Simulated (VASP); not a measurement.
Set up this calculation in VASP 6.6.1, as the native input.

```yaml
Task: relaxation of cell and atoms
Functional: PBE
Potentials_or_basis: VASP PAW PBE potentials, release 64 (Re, P)
Cutoff: 600 eV
k_mesh: 6 × 6 × 4
Occupations: gaussian, width 0.1 eV
Spin: no spin polarisation
Dipole_correction: no
Further_INCAR_settings: ALGO = Normal; EDIFF = 1e-06; IBRION = 2; EDIFFG = -0.04; NSW = 90; ISIF = 3
```

The structure of ReP2 lies in POSCAR:

```
ReP2
1.0
    3.5054732700      0.0000000000      0.0000000000
   -1.7527366300      3.0358289000      0.0000000000
    0.0000000000      0.0000000000      5.5107188900
Re P
1 2
Direct
    0.0000000000      0.0000000000      0.5000000000
    0.0000000000      0.0000000000      0.2078908200
    0.0000000000      0.0000000000      0.7921091800
```

The cell was generated, and may not be a known phase.

The input as run:

INCAR

```
ALGO     = Normal         # electronic algorithm
EDIFF    = 1E-6           # SCF threshold, eV
EDIFFG   = -0.04          # ionic threshold
ENCUT    = 600            # plane-wave cutoff, eV
GGA      = PE             # functional
IBRION   = 2              # ionic algorithm
ISIF     = 3              # what is computed and relaxed
ISMEAR   = 0              # smearing method
LASPH    = True           # aspherical terms in the spheres
LCHARG   = False          # write CHGCAR
LREAL    = False          # projectors in reciprocal space
LWAVE    = False          # write WAVECAR
NELM     = 100            # most SCF steps
NSW      = 90             # ionic steps
PREC     = Accurate       # precision mode
SIGMA    = 0.1            # smearing width, eV
```

KPOINTS

```
k-points
0
Gamma
  6 6 4
```

Potentials or basis: VASP PAW PBE potentials, release 64 (Re, P).

Run with:

```bash
$ cat potpaw_PBE.64/Re/POTCAR potpaw_PBE.64/P/POTCAR > POTCAR
$ mpirun -np 1 vasp_std > vasp.out
```

Results of the run:

* Relaxed volume: 15.03 Å³/atom
* Relaxed cell: a = 2.669 Å, b = 2.669 Å, c = 7.308 Å, α = 90.00°, β = 90.00°, γ = 120.00°
* Space group after relaxing (to 0.1 Å): P6/mmm (No. 191)
* Pressure after relaxing: 0.0 GPa
* Largest force after relaxing: 0.007 eV/Å
* Band gap on the k mesh: zero (an odd number of electrons rules out a gap without spin polarisation)

Caveat: the volume moved by over 15 % at a fixed basis, so the end points are rough; the highest band is partly filled, so the run has too few bands; spin-orbit coupling is left out, which moves the levels of the heavy elements; an odd number of electrons without spin polarisation forces a metal; a magnetic or distorted state may lie lower.

It took 16 min on 1 thread of Intel(R) Xeon(R) Platinum 8488C (Sapphire Rapids), on a shared host, peak memory 0.22 GiB.
